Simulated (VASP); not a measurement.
# MnO (Fm-3m) in VASP: further runs

Runs on MnO. Level: PBEsol+U. Tasks: single point.

All numbers are computed with VASP 6.6.1; they aren't measurements. Logs are shortened: lines on timing, memory, paths and dates and some standing lists are left out, and cuts for length are marked.

## Step 1: The cell of the first run

It takes space group Fm-3m (No. 225, cubic). Conventional cell: a = 4.448 Å, b = 4.448 Å, c = 4.448 Å, α = 90.00°, β = 90.00°, γ = 90.00°. Mn (site symmetry m-3m) has 6 O at 2.22 Å within 2.9 Å. O (site symmetry m-3m) has 6 Mn at 2.22 Å within 2.9 Å.

## Step 2: Single point, PBEsol+U, collinear spin, ferromagnetic start

INCAR

```
  ALGO = Normal
  EDIFF = 1E-7
  ENCUT = 520
  GGA = PS
  ISIF = 2
  ISMEAR = -1
  ISPIN = 2
  LASPH = True
  LCHARG = False
  LDAU = True
  LDAUJ = 0 0
  LDAUL = 2 -1
  LDAUPRINT = 1
  LDAUTYPE = 2
  LDAUU = 3 0
  LMAXMIX = 4
  LORBIT = 11
  LREAL = False
  LWAVE = False
  MAGMOM = 4 0
  NBANDS = 20
  NELM = 150
  PREC = Accurate
  SIGMA = 0.05
```

KPOINTS

```
k-points
0
Gamma
  10 10 10
```

POSCAR

```
MnO
1.0
    0.0000000000      2.2239077028      2.2239077028
    2.2239077028      0.0000000000      2.2239077028
    2.2239077028      2.2239077028      0.0000000000
Mn O
1 1
Direct
    0.0000000000      0.0000000000      0.0000000000
    0.5000000000      0.5000000000      0.5000000000
```

Potentials or basis: VASP PAW PBE potentials, release 64 (Mn_pv, O).

The run is started by

```bash
cat potpaw_PBE.64/Mn_pv/POTCAR potpaw_PBE.64/O/POTCAR > POTCAR
mpirun -np 1 vasp_std > vasp.out
```

OUTCAR:

```text
EDIFF = 1E-7
   ENCUT = 520
   GGA = PS
   ISIF = 2
   ISMEAR = -1
   ISPIN = 2
   LASPH = True
   LORBIT = 11
   LREAL = False
   NELM = 150
   PREC = Accurate

 ion  position               nearest neighbor table
   1  0.000  0.000  0.000-   2 2.22   2 2.22   2 2.22   2 2.22   2 2.22   2 2.22
   2  0.500  0.500  0.500-   1 2.22   1 2.22   1 2.22   1 2.22   1 2.22   1 2.22

  LATTYP: Found a face centered cubic cell.
 ALAT       =     4.4478154056

  Lattice vectors:

 A1 = (   0.0000000000,   2.2239077028,   2.2239077028)
 A2 = (   2.2239077028,   0.0000000000,   2.2239077028)
 A3 = (   2.2239077028,   2.2239077028,   0.0000000000)

Analysis of symmetry for initial positions (statically):
=====================================================================
 Subroutine PRICEL returns:
 Original cell was already a primitive cell.

 Routine SETGRP: Setting up the symmetry group for a
 face centered cubic supercell.

 Subroutine GETGRP returns: Found 48 space group operations
 (whereof 48 operations were pure point group operations)
 out of a pool of 48 trial point group operations.

The static configuration has the point symmetry O_h .

Analysis of symmetry for dynamics (positions and initial velocities):
=====================================================================
 Subroutine PRICEL returns:
 Original cell was already a primitive cell.

 Routine SETGRP: Setting up the symmetry group for a
 face centered cubic supercell.

 Subroutine GETGRP returns: Found 48 space group operations
 (whereof 48 operations were pure point group operations)
 out of a pool of 48 trial point group operations.

The dynamic configuration has the point symmetry O_h .

Analysis of structural, dynamic, and magnetic symmetry:
=====================================================================
 Subroutine PRICEL returns:
 Original cell was already a primitive cell.

 Routine SETGRP: Setting up the symmetry group for a
 face centered cubic supercell.

 Subroutine GETGRP returns: Found 48 space group operations
 (whereof 48 operations were pure point group operations)
 out of a pool of 48 trial point group operations.

The overall configuration has the point symmetry O_h .

 Subroutine INISYM returns: Found 48 space group operations
 (whereof 48 operations are pure point group operations),
 and found     1 'primitive' translations

----------------------------------------------------------------------------------------

                                     Primitive cell

  volume of cell :      21.9979

  direct lattice vectors                    reciprocal lattice vectors
     0.000000000  2.223907703  2.223907703    -0.224829474  0.224829474  0.224829474
     2.223907703  0.000000000  2.223907703     0.224829474 -0.224829474  0.224829474
     2.223907703  2.223907703  0.000000000     0.224829474  0.224829474 -0.224829474

  length of vectors
     3.145080435  3.145080435  3.145080435     0.389416073  0.389416073  0.389416073

  position of ions in fractional coordinates (direct lattice)
     0.000000000  0.000000000  0.000000000
     0.500000000  0.500000000  0.500000000

  ion indices of the primitive-cell ions
   primitive index   ion index
                 1           1
                 2           2

[... 67 lines left out ...]
   LSORBIT =      F    spin-orbit coupling
   LASPH  =      T    aspherical Exc in radial PAW
   ENCUT  =  520.0 eV  38.22 Ry    6.18 a.u.   5.85  5.85  5.85*2*pi/ulx,y,z
   NELM   =    150;   NELMIN=  2; NELMDL= -5     # of ELM steps
   EDIFF  = 0.1E-06   stopping-criterion for ELM
   LREAL  =      F    real-space projection
   EDIFFG = 0.1E-05   stopping-criterion for IOM
   NSW    =      0    number of steps for IOM
   IBRION =     -1    ionic relax: 0-MD 1-quasi-New 2-CG
   NFREE  =      0    steps in history (QN), initial steepest desc. (CG)
   ISIF   =      2    stress and relaxation
   ISYM   =      2    0-nonsym 1-usesym 2-fastsym
   POTIM  = 0.5000    time-step for ionic-motion
   TEBEG  =    0.0;   TEEND  =   0.0 temperature during run
   PSTRESS=    0.0 pullay stress
   NELECT =      19.0000    total number of electrons
   NUPDOWN=      -1.0000    fix difference up-down
   EMIN   =  10.00;   EMAX   =-10.00  energy-range for DOS
   EFERMI =   0.00;   METHOD = LEGACY
   ISMEAR =    -1;   SIGMA  =   0.05  broadening in eV -4-tet -1-fermi 0-gaus
   EFERMI_NEDOS =   21; number of points for ismear=-14 and -15
   IALGO  =     38    algorithm
   IMIX   =      4    mixing-type and parameters
     AMIX     =   0.40;   BMIX     =  1.00
     AMIX_MAG =   1.60;   BMIX_MAG =  1.00
  volume/ion in A,a.u.               =      11.00        74.22
  Fermi-wavevector in a.u.,A,eV,Ry     =   1.559071  2.946217 33.071721  2.430703
  Thomas-Fermi vector in A             =   2.662483
   LORBIT       =     11    0 simple, 1 ext, 2 COOP (PROOUT), +10 PAW based schemes
 LDA+U is selected, type is set to LDAUTYPE =  2
   angular momentum for each species LDAUL =     2   -1
   U (eV)           for each species LDAUU =   3.0  0.0
   J (eV)           for each species LDAUJ =   0.0  0.0
   GGA     = PS    functional components
   LHFCALC =     F    Hartree Fock is set to
   AEXX    =    0.0000 exact exchange contribution
   IVDW    =     0    specifies the selected vdW correction
   LEPSILON=     F    determine dielectric tensor
   LRPA    =     F    only Hartree local field effects (RPA)
 spin polarized calculation
  energy-cutoff  :      520.00
  volume of cell :       22.00
 maximum number of plane-waves:       609
   NGX = 11   NGY = 11   NGZ = 11

atom =   1  type =  1  l = 2

 onsite density matrix

spin component  1

  0.9363 -0.0000  0.0000 -0.0000  0.0000
 -0.0000  0.9363 -0.0000 -0.0000 -0.0000
  0.0000 -0.0000  0.9734 -0.0000 -0.0000
 -0.0000 -0.0000 -0.0000  0.9363 -0.0000
  0.0000 -0.0000 -0.0000 -0.0000  0.9734

spin component  2

  0.0210  0.0000 -0.0000 -0.0000  0.0000
  0.0000  0.0210  0.0000 -0.0000 -0.0000
 -0.0000  0.0000  0.0788 -0.0000  0.0000
 -0.0000 -0.0000 -0.0000  0.0210 -0.0000
  0.0000 -0.0000  0.0000 -0.0000  0.0788

 occupancies and eigenvectors

  o =  0.0210  v =  0.0000  0.0000  0.0000  0.0000  0.0000  1.0000 -0.0002  0.0000  0.0025 -0.0000      0.0000  0.0000  0.0000  0.0000  0.0000  0.0000  0.0000  0.0000  0.0000  0.0000
  o =  0.0210  v =  0.0000  0.0000  0.0000  0.0000  0.0000  0.0004 -0.9683  0.0000 -0.2499 -0.0000      0.0000  0.0000  0.0000  0.0000  0.0000  0.0000  0.0000  0.0000  0.0000  0.0000
  o =  0.0210  v =  0.0000  0.0000  0.0000  0.0000  0.0000  0.0025  0.2499 -0.0000 -0.9683 -0.0000      0.0000  0.0000  0.0000  0.0000  0.0000  0.0000  0.0000  0.0000  0.0000  0.0000
  o =  0.0788  v =  0.0000  0.0000  0.0000  0.0000  0.0000  0.0000  0.0000 -0.9985  0.0000  0.0554      0.0000  0.0000  0.0000  0.0000  0.0000  0.0000  0.0000  0.0000  0.0000  0.0000
  o =  0.0788  v =  0.0000  0.0000  0.0000  0.0000  0.0000 -0.0000  0.0000 -0.0554  0.0000 -0.9985      0.0000  0.0000  0.0000  0.0000  0.0000  0.0000  0.0000  0.0000  0.0000  0.0000
  o =  0.9363  v =  0.0000 -0.9904  0.0000  0.1383 -0.0000  0.0000  0.0000  0.0000  0.0000  0.0000      0.0000  0.0000  0.0000  0.0000  0.0000  0.0000  0.0000  0.0000  0.0000  0.0000
  o =  0.9363  v =  0.0000  0.1383 -0.0000  0.9904 -0.0000  0.0000  0.0000  0.0000  0.0000  0.0000      0.0000  0.0000  0.0000  0.0000  0.0000  0.0000  0.0000  0.0000  0.0000  0.0000
  o =  0.9363  v =  1.0000  0.0000  0.0000  0.0000  0.0000  0.0000  0.0000  0.0000  0.0000  0.0000      0.0000  0.0000  0.0000  0.0000  0.0000  0.0000  0.0000  0.0000  0.0000  0.0000
  o =  0.9734  v =  0.0000 -0.0000  0.0099  0.0000  1.0000  0.0000  0.0000  0.0000  0.0000  0.0000      0.0000  0.0000  0.0000  0.0000  0.0000  0.0000  0.0000  0.0000  0.0000  0.0000
  o =  0.9734  v =  0.0000 -0.0000 -1.0000 -0.0000  0.0099  0.0000  0.0000  0.0000  0.0000  0.0000      0.0000  0.0000  0.0000  0.0000  0.0000  0.0000  0.0000  0.0000  0.0000  0.0000

 number of electron      18.9999991 magnetization       5.0000060

 Free energy of the ion-electron system (eV)
  ---------------------------------------------------
  ext. energy  EPLUGINS =         0.00000000
  ---------------------------------------------------
  free energy    TOTEN  =       -16.43718539 eV

  energy without entropy =      -16.43693124  energy(sigma->0) =      -16.43705831

 E-fermi :   7.1091     XC(G=0): -12.0436

 val. band max:        6.9482103307   @ k =   0.5000   0.0000   0.0000
 cond. band min:       7.5698971648   @ k =   0.1000   0.0000   0.0000
 fundamental gap:      0.6216868341
 Fermi energy:         7.1091122967

 spin component 1

 k-point     1 :       0.0000    0.0000    0.0000
  band No.  band energies     occupation
      1     -42.8271      1.00000
      2     -42.8271      1.00000
      3     -42.8271      1.00000
      4     -12.5923      1.00000
      5       2.9497      1.00000
      6       2.9497      1.00000
[... 1097 lines left out ...]
     19      33.3814      0.00000
     20      34.9428      0.00000

 [... further k-points ...]

------------------------ aborting loop because EDIFF is reached ----------------------------------------

  FORCE on cell =-STRESS in cart. coord.  units (eV):
  Direction    XX          YY          ZZ          XY          YZ          ZX
  --------------------------------------------------------------------------------------
  -------------------------------------------------------------------------------------
  Total        0.0569254      0.0569254      0.0569254      0.0000000      0.0000000      0.0000000
  in kB        4.1460712      4.1460712      4.1460712      0.0000000      0.0000000      0.0000000
  external PRESSURE =       4.1460712 kB  Pullay stress =       0.0000000 kB

 VOLUME and BASIS-vectors are now :
 -----------------------------------------------------------------------------
  energy-cutoff  :      520.00
  volume of cell :       22.00
      direct lattice vectors                 reciprocal lattice vectors
     0.000000000  2.223907703  2.223907703    -0.224829474  0.224829474  0.224829474
     2.223907703  0.000000000  2.223907703     0.224829474 -0.224829474  0.224829474
     2.223907703  2.223907703  0.000000000     0.224829474  0.224829474 -0.224829474

 POSITION                                       TOTAL-FORCE (eV/Angst)
 -----------------------------------------------------------------------------------
      0.00000      0.00000      0.00000        -0.000000      0.000000      0.000000
      2.22391      2.22391      2.22391         0.000000     -0.000000     -0.000000
 -----------------------------------------------------------------------------------
    total drift:                                0.000000     -0.000000     -0.000000

  FREE ENERGIE OF THE ION-ELECTRON SYSTEM (eV)
  ---------------------------------------------------
  free  energy   TOTEN  =       -16.4371853861 eV

  energy  without entropy=      -16.4369312398  energy(sigma->0) =      -16.43705831

 total charge

# of ion       s       p       d       tot
------------------------------------------
    1        0.211   6.186   4.956  11.353
    2        1.551   3.427   0.000   4.978
--------------------------------------------------
tot          1.762   9.614   4.956  16.332

 magnetization (x)

# of ion       s       p       d       tot
------------------------------------------
    1        0.033   0.027   4.525   4.585
    2        0.025   0.146   0.000   0.170
--------------------------------------------------
tot          0.057   0.172   4.525   4.755
```

Run time: 21 s. Hardware: 1 thread of Intel Xeon Platinum 8375C at 2.90GHz (Ice Lake), shared host; peak memory 0.16 GiB.

Results:

```yaml
Free_energy: -16.4372 eV
Pressure: 0.4 GPa
Band_gap_on_the_k_mesh: zero (filled and empty bands overlap)
Net_moment: 5.00 μB per cell
Site_moments: Mn +4.58; O +0.17 μB
Valence_electrons_inside_the_program's_atomic_spheres: Mn 11.35; O 4.98
```

Levels at points of the mesh, in eV from the Fermi level:
Spin up:
```
           k point  band 8  band 9  band 10  band 11  band 12  band 13  band 14  band 15  band 16  band 17
(0.00, 0.00, 0.00)   -3.78   -3.78    -3.23    -3.23    -3.23    -0.28    14.01    15.95    15.95    15.95
(0.50, 0.00, 0.00)   -3.31   -3.31    -2.59    -0.16    -0.16     3.62     8.01    11.98    11.98    18.25
(0.50, 0.50, 0.00)   -4.32   -3.37    -3.06    -3.06    -2.93     5.14     8.13    10.02    13.86    13.86
```
Spin down:
| k point | band 4 | band 5 | band 6 | band 7 | band 8 | band 9 | band 10 | band 11 |
| --- | --- | --- | --- | --- | --- | --- | --- | --- |
| (0.00, 0.00, 0.00) | -19.26 | -2.85 | -2.85 | -2.85 | 1.11 | 2.39 | 2.39 | 2.39 |
| (0.50, 0.00, 0.00) | -18.27 | -6.89 | -4.13 | -4.13 | 3.53 | 3.77 | 3.77 | 4.77 |
| (0.50, 0.50, 0.00) | -18.26 | -6.00 | -3.85 | -3.85 | 0.54 | 3.65 | 3.75 | 4.28 |

Eigenvalues of the final occupation matrices:
```
    site  spin  trace               eigenvalues
site 1 d     1   4.76  0.94 0.94 0.94 0.97 0.97
site 1 d     2   0.22  0.02 0.02 0.02 0.08 0.08
```

Caveat: the PAW data sets were made with another functional, which shifts forces and pressure a little; a cell with one magnetic atom can't hold antiferromagnetic order, which such compounds often take. The state reached can hang on the start; a lower one may exist.

## Step 3: Single point, PBEsol+U, collinear spin, ferromagnetic start

INCAR

```
SYSTEM = MnO
PREC = Accurate
ENCUT = 520
EDIFF = 1E-6
ISMEAR = -1
SIGMA = 0.05
LREAL = .False.
LASPH = .True.
NELM = 150
ALGO = Normal
ISIF = 2
LWAVE = .False.
LCHARG = .False.
ISPIN = 2
MAGMOM = 4 0
LORBIT = 11
LMAXMIX = 4
LDAU = .True.
LDAUTYPE = 2
LDAUL = 2 -1
LDAUU = 5 0
LDAUJ = 0 0
LDAUPRINT = 1
GGA = PS
NBANDS = 20
```

KPOINTS

```
regular mesh
0
Gamma
  10 10 10
  0 0 0
```

POSCAR is that of step 2.

Potentials or basis: VASP PAW PBE potentials, release 64 (Mn_pv, O).

The run is started by

```bash
cat potpaw_PBE.64/Mn_pv/POTCAR potpaw_PBE.64/O/POTCAR > POTCAR
mpirun -np 1 vasp_std > vasp.out
```

Run time: 21 s. Hardware: 1 thread of Intel Xeon Platinum 8375C at 2.90GHz (Ice Lake), shared host; peak memory 0.16 GiB.

It converged, with:

- Free energy: -16.0282 eV
- Pressure: 1.5 GPa
- Band gap on the k mesh: 0.31 eV (least direct gap 2.58 eV)
- Net moment: 5.00 μB per cell
- Site moments: Mn +4.64; O +0.13 μB
- Valence electrons inside the program's atomic spheres: Mn 11.36; O 4.99

Levels at points of the mesh, in eV from the valence-band top:
Spin up:
```tsv
k point	band 10	band 11	band 12	band 13	band 14	band 15
(0.00, 0.00, 0.00)	-2.58	-2.58	-2.58	0.31	14.57	16.15
(0.50, 0.00, 0.00)	-2.69	0.00	0.00	4.20	8.59	12.53
(0.50, 0.50, 0.00)	-3.39	-3.39	-3.28	5.68	8.75	10.23
```
Spin down:
```tsv
k point	band 5	band 6	band 7	band 8	band 9	band 10
(0.00, 0.00, 0.00)	-2.27	-2.27	-2.27	1.67	3.79	3.79
(0.50, 0.00, 0.00)	-6.27	-3.41	-3.41	4.86	5.26	5.26
(0.50, 0.50, 0.00)	-5.44	-3.28	-3.28	1.75	5.09	5.10
```

Eigenvalues of the final occupation matrices:
| site | spin | trace | eigenvalues |
| --- | --- | --- | --- |
| site 1 d | 1 | 4.79 | 0.94 0.94 0.94 0.98 0.98 |
| site 1 d | 2 | 0.19 | 0.02 0.02 0.02 0.07 0.07 |

Caveat: the PAW data sets were made with another functional, which shifts forces and pressure a little; a cell with one magnetic atom can't hold antiferromagnetic order, which such compounds often take. The state reached can hang on the start; a lower one may exist.
